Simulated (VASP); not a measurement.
# Y (P6_3/mmc) in VASP: notebook

Runs on Y. Level: PBEsol. Tasks: single point.

Everything below comes from runs of VASP 6.6.1. Logs are shortened: lines on timing, memory, paths and dates and some standing lists are left out, and cuts for length are marked.

## 1. The cell of the first run

Symmetry: P6_3/mmc, No. 194, hexagonal system. The conventional cell has a = 3.396 Å, b = 3.396 Å, c = 10.913 Å, α = 90.00°, β = 90.00°, γ = 120.00°. Within 4.4 Å of Y (site symmetry -3m) lie 12 Y at 3.36 to 3.40 Å. Y (site symmetry -6m2) has 12 Y at 3.36 to 3.40 Å within 4.4 Å.

## 2. Single point, PBEsol (volume scaled by 0.88)

Contents of INCAR:

```
SYSTEM = Y
ALGO     = Normal         ! electronic algorithm
EDIFF    = 1E-7           ! SCF threshold, eV
ENCUT    = 520            ! plane-wave cutoff, eV
GGA      = PS             ! functional
ISIF     = 2              ! what is computed and relaxed
ISMEAR   = -1             ! smearing method
LASPH    = .True.         ! aspherical terms in the spheres
LCHARG   = .False.        ! write CHGCAR
LREAL    = .False.        ! projectors in reciprocal space
LWAVE    = .False.        ! write WAVECAR
NBANDS   = 30             ! bands
NELM     = 100            ! most SCF steps
PREC     = Accurate       ! precision mode
SIGMA    = 0.1            ! smearing width, eV
```

Contents of KPOINTS:

```
k-points
0
Gamma
  12 12 3
  0 0 0
```

Contents of POSCAR:

```
Y
1.0
    3.3962411457      0.0000000000      0.0000000000
   -1.6981205729      2.9412311096      0.0000000000
    0.0000000000      0.0000000000     10.9128985751
Y
4
Direct
    0.0000000000      0.0000000000      0.0000000000
    0.0000000000      0.0000000000      0.5000000000
    0.3333333333      0.6666666667      0.2500000000
    0.6666666667      0.3333333333      0.7500000000
```

Potentials or basis: VASP PAW PBE potentials, release 64 (Y_sv).

Command:

```bash
$ cat potpaw_PBE.64/Y_sv/POTCAR > POTCAR
$ mpirun -np 1 vasp_std > vasp.out
```

OUTCAR:

```text
SYSTEM = Y
   EDIFF = 1E-7
   ENCUT = 520
   GGA = PS
   ISIF = 2
   ISMEAR = -1
   LASPH = .True.
   LREAL = .False.
   NELM = 100
   PREC = Accurate

 ion  position               nearest neighbor table
   1  0.000  0.000  0.000-   3 3.36   4 3.36   4 3.36   3 3.36   4 3.36   3 3.36
   2  0.000  0.000  0.500-   3 3.36   4 3.36   4 3.36   3 3.36   4 3.36   3 3.36
   3  0.333  0.667  0.250-   1 3.36   2 3.36   1 3.36   2 3.36   1 3.36   2 3.36
   4  0.667  0.333  0.750-   1 3.36   2 3.36   1 3.36   2 3.36   1 3.36   2 3.36

  LATTYP: Found a hexagonal cell.
 ALAT       =     3.3962411457
 C/A-ratio  =     3.2132284213

  Lattice vectors:

 A1 = (   3.3962411457,   0.0000000000,   0.0000000000)
 A2 = (  -1.6981205729,   2.9412311096,   0.0000000000)
 A3 = (   0.0000000000,   0.0000000000,  10.9128985751)

Analysis of symmetry for initial positions (statically):
=====================================================================
 Subroutine PRICEL returns:
 Original cell was already a primitive cell.

 Routine SETGRP: Setting up the symmetry group for a
 hexagonal supercell.

 Subroutine GETGRP returns: Found 24 space group operations
 (whereof 12 operations were pure point group operations)
 out of a pool of 24 trial point group operations.

The static configuration has the point symmetry D_3d.
 The point group associated with its full space group is D_6h.

Analysis of symmetry for dynamics (positions and initial velocities):
=====================================================================
 Subroutine PRICEL returns:
 Original cell was already a primitive cell.

 Routine SETGRP: Setting up the symmetry group for a
 hexagonal supercell.

 Subroutine GETGRP returns: Found 24 space group operations
 (whereof 12 operations were pure point group operations)
 out of a pool of 24 trial point group operations.

The dynamic configuration has the point symmetry D_3d.
 The point group associated with its full space group is D_6h.

 Subroutine INISYM returns: Found 24 space group operations
 (whereof 12 operations are pure point group operations),
 and found     1 'primitive' translations

----------------------------------------------------------------------------------------

                                     Primitive cell

  volume of cell :     109.0104

  direct lattice vectors                    reciprocal lattice vectors
     3.396241146  0.000000000  0.000000000     0.294443167  0.169996842  0.000000000
    -1.698120573  2.941231110  0.000000000     0.000000000  0.339993684  0.000000000
     0.000000000  0.000000000 10.912898575     0.000000000  0.000000000  0.091634683

  length of vectors
     3.396241146  3.396241146 10.912898575     0.339993684  0.339993684  0.091634683

  position of ions in fractional coordinates (direct lattice)
     0.000000000  0.000000000  0.000000000
     0.000000000  0.000000000  0.500000000
     0.333333333  0.666666667  0.250000000
     0.666666667  0.333333333  0.750000000

  ion indices of the primitive-cell ions
   primitive index   ion index
                 1           1
                 2           2
                 3           3
                 4           4

----------------------------------------------------------------------------------------

 KPOINTS: k-points

Automatic generation of k-mesh.
 Grid dimensions read from file:
 generate k-points for:   12   12    3

 Generating k-lattice:

  Cartesian coordinates                     Fractional coordinates (reciprocal lattice)
     0.024536931  0.014166403  0.000000000     0.083333333  0.000000000  0.000000000
     0.000000000  0.028332807  0.000000000     0.000000000  0.083333333  0.000000000
     0.000000000  0.000000000  0.030544894     0.000000000  0.000000000  0.333333333

  Length of vectors
     0.028332807  0.028332807  0.030544894

  Shift w.r.t. Gamma in fractional coordinates (k-lattice)
     0.000000000  0.000000000  0.000000000

 Subroutine IBZKPT returns following result:
 ===========================================

 Found     38 irreducible k-points:

 Following reciprocal coordinates:
            Coordinates               Weight
  0.000000  0.000000  0.000000      1.000000
  0.083333  0.000000  0.000000      6.000000
  0.166667 -0.000000  0.000000      6.000000
  0.250000  0.000000  0.000000      6.000000
  0.333333  0.000000  0.000000      6.000000
  0.416667  0.000000  0.000000      6.000000
[... 16 lines left out ...]
  0.250000  0.000000  0.333333     12.000000
  0.333333  0.000000  0.333333     12.000000
 [... further k-points ...]
   k-points           NKPTS =     38   k-points in BZ     NKDIM =     38   number of bands    NBANDS=     30
   number of dos      NEDOS =    301   number of ions     NIONS =      4
   total plane-waves  NPLWV =  65856
   dimension x,y,z NGX =    28 NGY =   28 NGZ =   84
   dimension x,y,z NGXF=    56 NGYF=   56 NGZF=  168
   ions per type =               4
   NGX,Y,Z   is equivalent  to a cutoff of  13.71, 13.71, 12.80 a.u.
   NGXF,Y,Z  is equivalent  to a cutoff of  27.41, 27.41, 25.59 a.u.
 SYSTEM =  Y
   PREC   = accura    normal or accurate (medium, high low for compatibility)
   ISTART =      0    job   : 0-new  1-cont  2-samecut
   ICHARG =      2    charge: 1-file 2-atom 10-const
   ISPIN  =      1    spin polarized calculation?
   LNONCOLLINEAR =      F non collinear calculations
   LSORBIT =      F    spin-orbit coupling
   LASPH  =      T    aspherical Exc in radial PAW
   ENCUT  =  520.0 eV  38.22 Ry    6.18 a.u.   6.31  6.31 20.29*2*pi/ulx,y,z
   NELM   =    100;   NELMIN=  2; NELMDL= -5     # of ELM steps
   EDIFF  = 0.1E-06   stopping-criterion for ELM
   LREAL  =      F    real-space projection
   EDIFFG = 0.1E-05   stopping-criterion for IOM
   NSW    =      0    number of steps for IOM
   IBRION =     -1    ionic relax: 0-MD 1-quasi-New 2-CG
   NFREE  =      0    steps in history (QN), initial steepest desc. (CG)
   ISIF   =      2    stress and relaxation
   ISYM   =      2    0-nonsym 1-usesym 2-fastsym
   POTIM  = 0.5000    time-step for ionic-motion
   TEBEG  =    0.0;   TEEND  =   0.0 temperature during run
   PSTRESS=    0.0 pullay stress
   NELECT =      44.0000    total number of electrons
   NUPDOWN=      -1.0000    fix difference up-down
   EMIN   =  10.00;   EMAX   =-10.00  energy-range for DOS
   EFERMI =   0.00;   METHOD = LEGACY
   ISMEAR =    -1;   SIGMA  =   0.10  broadening in eV -4-tet -1-fermi 0-gaus
   EFERMI_NEDOS =   21; number of points for ismear=-14 and -15
   IALGO  =     38    algorithm
   IMIX   =      4    mixing-type and parameters
     AMIX     =   0.40;   BMIX     =  1.00
     AMIX_MAG =   1.60;   BMIX_MAG =  1.00
  volume/ion in A,a.u.               =      27.25       183.91
  Fermi-wavevector in a.u.,A,eV,Ry     =   1.209864  2.286311 19.915804  1.463770
  Thomas-Fermi vector in A             =   2.345428
   LORBIT       =      0    0 simple, 1 ext, 2 COOP (PROOUT), +10 PAW based schemes
   GGA     = PS    functional components
   LHFCALC =     F    Hartree Fock is set to
   AEXX    =    0.0000 exact exchange contribution
   IVDW    =     0    specifies the selected vdW correction
   LEPSILON=     F    determine dielectric tensor
   LRPA    =     F    only Hartree local field effects (RPA)
 non-spin polarized calculation
  energy-cutoff  :      520.00
  volume of cell :      109.01
 maximum number of plane-waves:      2957
 NGX is ok and might be reduce to    28
   NGX = 13   NGY = 13   NGZ = 41

 number of electron      43.9999999 magnetization

 Free energy of the ion-electron system (eV)
  ---------------------------------------------------
  ext. energy  EPLUGINS =         0.00000000
  ---------------------------------------------------
  free energy    TOTEN  =       -27.11292166 eV

  energy without entropy =      -26.95231796  energy(sigma->0) =      -27.03261981

 E-fermi :   3.8665     XC(G=0): -10.2899

 val. band max:        3.8414695477   @ k =   0.2500   0.1667   0.3333
 cond. band min:       3.8785398272   @ k =   0.2500   0.2500   0.3333
 fundamental gap:      0.0370702795
 Fermi energy:         3.8665244936

 k-point     1 :       0.0000    0.0000    0.0000
  band No.  band energies     occupation
      1     -38.3256      2.00000
      2     -38.2523      2.00000
      3     -38.2510      2.00000
      4     -38.1764      2.00000
      5     -18.8900      2.00000
      6     -18.3943      2.00000
[... 22 lines left out ...]
     29       6.1227      0.00000
     30       6.1228      0.00000

 k-point     2 :       0.0833    0.0000    0.0000
  band No.  band energies     occupation
      1     -38.3176      2.00000
      2     -38.2465      2.00000
      3     -38.2452      2.00000
      4     -38.1728      2.00000
      5     -18.8676      2.00000
      6     -18.4020      2.00000
[... 22 lines left out ...]
     29       6.2189      0.00000
     30       6.2903      0.00000

 k-point     3 :       0.1667   -0.0000    0.0000
  band No.  band energies     occupation
      1     -38.2953      2.00000
      2     -38.2305      2.00000
      3     -38.2293      2.00000
      4     -38.1635      2.00000
      5     -18.8037      2.00000
      6     -18.4388      2.00000
[... 22 lines left out ...]
     29       6.1628      0.00000
     30       6.6949      0.00000

 k-point     4 :       0.2500    0.0000    0.0000
  band No.  band energies     occupation
      1     -38.2634      2.00000
      2     -38.2086      2.00000
      3     -38.2075      2.00000
      4     -38.1520      2.00000
      5     -18.7122      2.00000
      6     -18.5377      2.00000
[... 616 lines left out ...]
     29       6.1400      0.00000
     30       6.3188      0.00000

 k-point    23 :       0.2500    0.0000    0.3333
  band No.  band energies     occupation
      1     -38.2560      2.00000
      2     -38.2358      2.00000
      3     -38.1801      2.00000
      4     -38.1596      2.00000
      5     -18.6907      2.00000
      6     -18.6262      2.00000
[... 22 lines left out ...]
     29       6.1889      0.00000
     30       6.4538      0.00000

 k-point    24 :       0.3333    0.0000    0.3333
  band No.  band energies     occupation
      1     -38.2232      2.00000
      2     -38.2075      2.00000
      3     -38.1645      2.00000
      4     -38.1487      2.00000
      5     -18.7056      2.00000
      6     -18.6484      2.00000
[... 22 lines left out ...]
     29       5.9595      0.00000
     30       6.3997      0.00000

 [... further k-points ...]

------------------------ aborting loop because EDIFF is reached ----------------------------------------

  FORCE on cell =-STRESS in cart. coord.  units (eV):
  Direction    XX          YY          ZZ          XY          YZ          ZX
  --------------------------------------------------------------------------------------
  -------------------------------------------------------------------------------------
  Total        4.2000399      4.2000399      4.3091677     -0.0000000      0.0000000      0.0000000
  in kB       61.7299900     61.7299900     63.3338931     -0.0000000      0.0000000      0.0000000
  external PRESSURE =      62.2646243 kB  Pullay stress =       0.0000000 kB

 VOLUME and BASIS-vectors are now :
 -----------------------------------------------------------------------------
  energy-cutoff  :      520.00
  volume of cell :      109.01
      direct lattice vectors                 reciprocal lattice vectors
     3.396241146  0.000000000  0.000000000     0.294443167  0.169996842  0.000000000
    -1.698120573  2.941231110  0.000000000     0.000000000  0.339993684  0.000000000
     0.000000000  0.000000000 10.912898575     0.000000000  0.000000000  0.091634683

 POSITION                                       TOTAL-FORCE (eV/Angst)
 -----------------------------------------------------------------------------------
      0.00000      0.00000      0.00000        -0.000000      0.000000     -0.000000
      0.00000      0.00000      5.45645         0.000000      0.000000     -0.000000
     -0.00000      1.96082      2.72822         0.000000      0.000000     -0.000000
      1.69812      0.98041      8.18467        -0.000000     -0.000000      0.000000
 -----------------------------------------------------------------------------------
    total drift:                                0.000000     -0.000000      0.000000

  FREE ENERGIE OF THE ION-ELECTRON SYSTEM (eV)
  ---------------------------------------------------
  free  energy   TOTEN  =       -27.1129216559 eV

  energy  without entropy=      -26.9523179596  energy(sigma->0) =      -27.03261981
```

Run time: 2.3 min. Hardware: 1 thread of Intel Xeon Platinum 8259CL at 2.50GHz (Skylake/Cascade Lake), shared host; peak memory 0.3 GiB.

What came out:

```yaml
Free_energy: -27.1129 eV
Pressure: 6.2 GPa
Band_gap_on_the_k_mesh: zero (band 22 reaches 5.01 eV, above the bottom of band 23 at 3.47 eV)
```

Levels at points of the mesh, in eV from the Fermi level:
```
           k point  band 19  band 20  band 21  band 22  band 23  band 24  band 25  band 26
(0.00, 0.00, 0.00)    -3.34    -2.20     0.85     0.91     1.40     1.72     1.72     1.80
(0.50, 0.00, 0.00)    -1.64    -1.31    -0.61    -0.58    -0.33     0.73     0.79     1.65
```

Caveat: the PAW data sets were made with another functional, which shifts forces and pressure a little.

[end of part 1 of 2]
